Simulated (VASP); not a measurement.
# LiH2 (Fddd) in VASP: notebook

Runs on LiH2. Level: PBE. Tasks: single point.

All numbers are computed with VASP 6.6.1; they aren't measurements. Logs are shortened: lines on timing, memory, paths and dates and some standing lists are left out, and cuts for length are marked.

**1. The cell of the first run**

The structure is orthorhombic, space group Fddd (No. 70). Conventional cell: a = 3.061 Å, b = 5.286 Å, c = 10.149 Å, α = 90.00°, β = 90.00°, γ = 90.00°. Li (site symmetry 222) has 12 H at 1.83 to 2.39 Å within 2.4 Å. H (site symmetry -1) has 2 H at 1.53 Å and 2 Li at 1.83 Å within 2.0 Å.

**2. Single point, PBE**

INCAR

```
PREC = Accurate ; ENCUT = 520
EDIFF = 1E-6 ; ISMEAR = 0
SIGMA = 0.1 ; LREAL = F
LASPH = T ; NELM = 100
ALGO = Normal ; ISIF = 2
LWAVE = F ; LCHARG = F
GGA = PE ; NBANDS = 14
```

KPOINTS

```
Automatic mesh
0
Gamma
  6 6 6
```

POSCAR

```
LiH2
1.0
    0.0000000000      2.6428174698      5.0744529743
    1.5303666527      0.0000000000      5.0744529743
    1.5303666527      2.6428174698      0.0000000000
Li H
2 4
Direct
    0.5000000000      0.5000000000      0.5000000000
    0.7500000000      0.7500000000      0.7500000000
    0.6250000000      0.1250000000      0.1250000000
    0.1250000000      0.1250000000      0.1250000000
    0.1250000000      0.1250000000      0.6250000000
    0.1250000000      0.6250000000      0.1250000000
```

Potentials or basis: VASP PAW PBE potentials, release 64 (Li_sv, H).

The run is started by

```sh
$ cat potpaw_PBE.64/Li_sv/POTCAR potpaw_PBE.64/H/POTCAR > POTCAR
$ mpirun -np 1 vasp_std > vasp.out
```

OUTCAR:

```text
PREC = Accurate
   ENCUT = 520
   EDIFF = 1E-6
   ISMEAR = 0
   LREAL = F
   LASPH = T
   NELM = 100
   ISIF = 2
   GGA = PE

 ion  position               nearest neighbor table
   1  0.500  0.500  0.500-
   2  0.750  0.750  0.750-
   3  0.625  0.125  0.125-
   4  0.125  0.125  0.125-
   5  0.125  0.125  0.625-
   6  0.125  0.625  0.125-

  LATTYP: Found a face centered orthorhombic cell.
 ALAT       =     3.0607333054
 B/A-ratio  =     1.7269178371
 C/A-ratio  =     3.3158413151

  Lattice vectors:

 A1 = (   0.0000000000,   2.6428174698,   5.0744529743)
 A2 = (   1.5303666527,   0.0000000000,   5.0744529743)
 A3 = (   1.5303666527,   2.6428174698,   0.0000000000)

Analysis of symmetry for initial positions (statically):
=====================================================================
 Subroutine PRICEL returns:
 Original cell was already a primitive cell.

 Routine SETGRP: Setting up the symmetry group for a
 face centered orthorhombic supercell.

 Subroutine GETGRP returns: Found  8 space group operations
 (whereof  4 operations were pure point group operations)
 out of a pool of  8 trial point group operations.

The static configuration has the point symmetry D_2 .
 The point group associated with its full space group is D_2h.

Analysis of symmetry for dynamics (positions and initial velocities):
=====================================================================
 Subroutine PRICEL returns:
 Original cell was already a primitive cell.

 Routine SETGRP: Setting up the symmetry group for a
 face centered orthorhombic supercell.

 Subroutine GETGRP returns: Found  8 space group operations
 (whereof  4 operations were pure point group operations)
 out of a pool of  8 trial point group operations.

The dynamic configuration has the point symmetry D_2 .
 The point group associated with its full space group is D_2h.

 Subroutine INISYM returns: Found  8 space group operations
 (whereof  4 operations are pure point group operations),
 and found     1 'primitive' translations

----------------------------------------------------------------------------------------

                                     Primitive cell

  volume of cell :      41.0470

  direct lattice vectors                    reciprocal lattice vectors
     0.000000000  2.642817470  5.074452974    -0.326719090  0.189192029  0.098532788
     1.530366653  0.000000000  5.074452974     0.326719090 -0.189192029  0.098532788
     1.530366653  2.642817470  0.000000000     0.326719090  0.189192029 -0.098532788

  length of vectors
     5.721412165  5.300197645  3.053932918     0.390189310  0.390189310  0.390189310

  position of ions in fractional coordinates (direct lattice)
     0.500000000  0.500000000  0.500000000
     0.750000000  0.750000000  0.750000000
     0.625000000  0.125000000  0.125000000
     0.125000000  0.125000000  0.125000000
     0.125000000  0.125000000  0.625000000
     0.125000000  0.625000000  0.125000000

  ion indices of the primitive-cell ions
   primitive index   ion index
                 1           1
                 2           2
                 3           3
                 4           4
                 5           5
                 6           6

----------------------------------------------------------------------------------------

 KPOINTS: Automatic mesh

Automatic generation of k-mesh.
 Grid dimensions read from file:
 generate k-points for:    6    6    6

 Generating k-lattice:

  Cartesian coordinates                     Fractional coordinates (reciprocal lattice)
    -0.054453182  0.031532005  0.016422131     0.166666667 -0.000000000  0.000000000
     0.054453182 -0.031532005  0.016422131    -0.000000000  0.166666667  0.000000000
     0.054453182  0.031532005 -0.016422131     0.000000000  0.000000000  0.166666667

  Length of vectors
     0.065031552  0.065031552  0.065031552

  Shift w.r.t. Gamma in fractional coordinates (k-lattice)
     0.000000000  0.000000000  0.000000000

 Subroutine IBZKPT returns following result:
 ===========================================

 Found     46 irreducible k-points:

 Following reciprocal coordinates:
            Coordinates               Weight
  0.000000  0.000000  0.000000      1.000000
  0.166667  0.000000 -0.000000      8.000000
  0.333333  0.000000  0.000000      8.000000
  0.500000  0.000000  0.000000      4.000000
  0.166667  0.166667  0.000000      2.000000
  0.333333  0.166667  0.000000      8.000000
[... 16 lines left out ...]
 -0.166667  0.166667  0.166667      8.000000
  0.500000  0.333333  0.166667      4.000000
 [... further k-points ...]
   k-points           NKPTS =     46   k-points in BZ     NKDIM =     46   number of bands    NBANDS=     14
   number of dos      NEDOS =    301   number of ions     NIONS =      6
   total plane-waves  NPLWV =  46080
   dimension x,y,z NGX =    48 NGY =   40 NGZ =   24
   dimension x,y,z NGXF=    96 NGYF=   80 NGZF=   48
   ions per type =               2   4
   NGX,Y,Z   is equivalent  to a cutoff of  13.95, 12.55, 13.06 a.u.
   NGXF,Y,Z  is equivalent  to a cutoff of  27.89, 25.09, 26.13 a.u.
 SYSTEM =  unknown system
   PREC   = accura    normal or accurate (medium, high low for compatibility)
   ISTART =      0    job   : 0-new  1-cont  2-samecut
   ICHARG =      2    charge: 1-file 2-atom 10-const
   ISPIN  =      1    spin polarized calculation?
   LNONCOLLINEAR =      F non collinear calculations
   LSORBIT =      F    spin-orbit coupling
   LASPH  =      T    aspherical Exc in radial PAW
   ENCUT  =  520.0 eV  38.22 Ry    6.18 a.u.  10.64  9.85  5.68*2*pi/ulx,y,z
   NELM   =    100;   NELMIN=  2; NELMDL= -5     # of ELM steps
   EDIFF  = 0.1E-05   stopping-criterion for ELM
   LREAL  =      F    real-space projection
   EDIFFG = 0.1E-04   stopping-criterion for IOM
   NSW    =      0    number of steps for IOM
   IBRION =     -1    ionic relax: 0-MD 1-quasi-New 2-CG
   NFREE  =      0    steps in history (QN), initial steepest desc. (CG)
   ISIF   =      2    stress and relaxation
   ISYM   =      2    0-nonsym 1-usesym 2-fastsym
   POTIM  = 0.5000    time-step for ionic-motion
   TEBEG  =    0.0;   TEEND  =   0.0 temperature during run
   PSTRESS=    0.0 pullay stress
   NELECT =      10.0000    total number of electrons
   NUPDOWN=      -1.0000    fix difference up-down
   EMIN   =  10.00;   EMAX   =-10.00  energy-range for DOS
   EFERMI =   0.00;   METHOD = LEGACY
   ISMEAR =     0;   SIGMA  =   0.10  broadening in eV -4-tet -1-fermi 0-gaus
   EFERMI_NEDOS =   21; number of points for ismear=-14 and -15
   IALGO  =     38    algorithm
   IMIX   =      4    mixing-type and parameters
     AMIX     =   0.40;   BMIX     =  1.00
     AMIX_MAG =   1.60;   BMIX_MAG =  1.00
  volume/ion in A,a.u.               =       6.84        46.17
  Fermi-wavevector in a.u.,A,eV,Ry     =   1.022463  1.932175 14.223942  1.045430
  Thomas-Fermi vector in A             =   2.156144
   LORBIT       =      0    0 simple, 1 ext, 2 COOP (PROOUT), +10 PAW based schemes
   GGA     = PE    functional components
   LHFCALC =     F    Hartree Fock is set to
   AEXX    =    0.0000 exact exchange contribution
   IVDW    =     0    specifies the selected vdW correction
   LEPSILON=     F    determine dielectric tensor
   LRPA    =     F    only Hartree local field effects (RPA)
 non-spin polarized calculation
 Gauss-broadening in eV      SIGMA  =   0.10
  energy-cutoff  :      520.00
  volume of cell :       41.05
 maximum number of plane-waves:      1126
 NGX is ok and might be reduce to    48
   NGX = 21   NGY = 19   NGZ = 11

 number of electron      10.0000003 magnetization

 Free energy of the ion-electron system (eV)
  ---------------------------------------------------
  ext. energy  EPLUGINS =         0.00000000
  ---------------------------------------------------
  free energy    TOTEN  =       -16.22943093 eV

  energy without entropy =      -16.22943069  energy(sigma->0) =      -16.22943081

 E-fermi :   2.8004     XC(G=0):  -8.6270

 val. band max:        2.5110808761   @ k =   0.3333   0.0000   0.3333
 cond. band min:       3.0897037256   @ k =   0.0000   0.1667   0.1667
 fundamental gap:      0.5786228496
 Fermi energy:         2.8003789433

 k-point     1 :       0.0000    0.0000    0.0000
  band No.  band energies     occupation
      1     -44.6575      2.00000
      2     -44.6358      2.00000
      3      -7.3530      2.00000
      4      -5.4303      2.00000
      5       3.2967      0.00000
      6       7.0585      0.00000
      7       7.4701      0.00000
      8      13.5161      0.00000
      9      13.5758      0.00000
     10      13.8535      0.00000
     11      13.8637      0.00000
     12      14.3076      0.00000
     13      14.9264      0.00000
     14      15.0097      0.00000

 k-point     2 :       0.1667    0.0000   -0.0000
  band No.  band energies     occupation
      1     -44.6529      2.00000
      2     -44.6339      2.00000
      3      -6.9271      2.00000
      4      -4.9944      2.00000
      5       3.5116      0.00000
      6       5.1166      0.00000
      7       7.1197      0.00000
      8       9.1050      0.00000
      9      11.3603      0.00000
     10      12.0045      0.00000
     11      13.4783      0.00000
     12      14.6338      0.00000
     13      15.9034      0.00000
     14      17.2225      0.00000
[... 343 lines left out ...]
      1     -44.6389      2.00000
      2     -44.6278      2.00000
      3      -4.9438      2.00000
      4      -2.7370      2.00000
      5       0.1458      2.00000
      6       3.2012      0.00000
      7       4.0610      0.00000
      8       6.2746      0.00000
      9       7.0614      0.00000
     10      11.0567      0.00000
     11      12.4526      0.00000
     12      14.7453      0.00000
     13      14.8632      0.00000
     14      16.7808      0.00000

 k-point    24 :       0.5000    0.3333    0.1667
  band No.  band energies     occupation
      1     -44.6482      2.00000
      2     -44.6388      2.00000
      3      -6.4987      2.00000
      4      -5.5464      2.00000
      5       4.5243      0.00000
      6       5.3774      0.00000
      7       5.6053      0.00000
      8       9.5490      0.00000
      9      11.2206      0.00000
     10      11.9910      0.00000
     11      13.3848      0.00000
     12      13.3968      0.00000
     13      16.8235      0.00000
     14      17.5051      0.00000

 [... further k-points ...]
[... 5 lines left out ...]
  --------------------------------------------------------------------------------------
  -------------------------------------------------------------------------------------
  Total       -0.1040927     -0.0851029     -0.0458427      0.0000000      0.0000000      0.0000000
  in kB       -4.0630218     -3.3217966     -1.7893663      0.0000000      0.0000000      0.0000000
  external PRESSURE =      -3.0580616 kB  Pullay stress =       0.0000000 kB

 VOLUME and BASIS-vectors are now :
 -----------------------------------------------------------------------------
  energy-cutoff  :      520.00
  volume of cell :       41.05
      direct lattice vectors                 reciprocal lattice vectors
     0.000000000  2.642817470  5.074452974    -0.326719090  0.189192029  0.098532788
     1.530366653  0.000000000  5.074452974     0.326719090 -0.189192029  0.098532788
     1.530366653  2.642817470  0.000000000     0.326719090  0.189192029 -0.098532788

 POSITION                                       TOTAL-FORCE (eV/Angst)
 -----------------------------------------------------------------------------------
      1.53037      2.64282      5.07445         0.000000      0.000000      0.000000
      2.29555      3.96423      7.61168        -0.000000     -0.000000     -0.000000
      0.38259      1.98211      3.80584         0.000000     -0.000000     -0.000000
      0.38259      0.66070      1.26861         0.000000     -0.000000     -0.000000
      1.14777      1.98211      1.26861         0.000000     -0.000000     -0.000000
      1.14777      0.66070      3.80584         0.000000     -0.000000     -0.000000
 -----------------------------------------------------------------------------------
    total drift:                               -0.000000     -0.000000     -0.000000

  FREE ENERGIE OF THE ION-ELECTRON SYSTEM (eV)
  ---------------------------------------------------
  free  energy   TOTEN  =       -16.2294309304 eV

  energy  without entropy=      -16.2294306880  energy(sigma->0) =      -16.22943081
```

Run time: 66 s. Hardware: 1 thread of Oxide Virtual Turin-like, shared host; peak memory 0.16 GiB.

What came out:

```
Free energy            : -16.2294 eV
Band gap on the k mesh : zero (band 5 reaches 6.97 eV, above the bottom of band 6 at -1.65 eV)
```

Levels at points of the mesh, in eV from the Fermi level:
```
           k point  band 2  band 3  band 4  band 5  band 6  band 7  band 8  band 9
(0.00, 0.00, 0.00)  -47.44  -10.15   -8.23    0.50    4.26    4.67   10.72   10.78
(0.50, 0.00, 0.00)  -47.43   -7.67   -4.96   -4.33    0.69    3.14    3.61    6.25
(0.50, 0.50, 0.00)  -47.45   -9.36   -9.36    4.17    4.17    4.46    4.46   10.56
(0.50, 0.00, 0.50)  -47.43   -5.83   -5.83   -3.55   -3.55    3.88    3.88    6.25
(0.00, 0.50, 0.50)  -47.43   -5.33   -5.33   -4.45   -4.45    6.14    6.14    6.52
```

Caveat: the k points lie up to 0.41 Å⁻¹ apart; the cutoff is under 1.25 times the usual one of these potentials, so pressure, stress and relaxed cells hold a basis-set (Pulay) error.

**3. Single point, PBE**

This run uses another cell than the first one, of 10.85 Å³/atom, 1.585 times its volume.

INCAR

```
SYSTEM = LiH2
PREC = Accurate
ENCUT = 520
EDIFF = 1E-7
ISMEAR = 0
SIGMA = 0.1
LREAL = .False.
LASPH = .True.
NELM = 80
ALGO = Normal
ISIF = 2
LWAVE = .False.
LCHARG = .False.
GGA = PE
NBANDS = 14
```

KPOINTS

```
regular mesh
0
Gamma
  6 6 6
  0 0 0
```

Edit POSCAR of step 2 so:

```diff
@@ -2,5 +2,5 @@
 1.0
-    0.0000000000      2.6428174698      5.0744529743
-    1.5303666527      0.0000000000      5.0744529743
-    1.5303666527      2.6428174698      0.0000000000
+    0.0000000000      3.1400919300      3.9700822400
+    2.6101118900      0.0000000000      3.9700822400
+    2.6101118900      3.1400919300      0.0000000000
 Li H
```

Potentials or basis: VASP PAW PBE potentials, release 64 (Li_sv, H).

The run is started by

```sh
$ cat potpaw_PBE.64/Li_sv/POTCAR potpaw_PBE.64/H/POTCAR > POTCAR
$ mpirun -np 1 vasp_std > vasp.out
```

Wall time 75 s (1 thread of Oxide Virtual Turin-like, shared host); peak memory 0.16 GiB.

Results (log left out):

```
Free energy            : -13.4152 eV
Band gap on the k mesh : zero (band 5 reaches 0.72 eV, above the bottom of band 6 at -2.19 eV)
```

Levels at points of the mesh, in eV from the Fermi level:
| k point | band 3 | band 4 | band 5 | band 6 | band 7 | band 8 |
| --- | --- | --- | --- | --- | --- | --- |
| (0.00, 0.00, 0.00) | -6.13 | -0.94 | 1.44 | 1.56 | 5.10 | 5.84 |
| (0.50, 0.00, 0.00) | -4.70 | -2.66 | -0.75 | 1.73 | 2.36 | 4.47 |
| (0.50, 0.50, 0.00) | -4.31 | -4.31 | 0.91 | 0.91 | 4.61 | 4.61 |
| (0.50, 0.00, 0.50) | -3.30 | -3.30 | -0.47 | -0.47 | 3.70 | 3.70 |
| (0.00, 0.50, 0.50) | -2.65 | -2.65 | -1.47 | -1.47 | 2.99 | 2.99 |

Caveat: the cutoff is under 1.25 times the usual one of these potentials, so pressure, stress and relaxed cells hold a basis-set (Pulay) error.
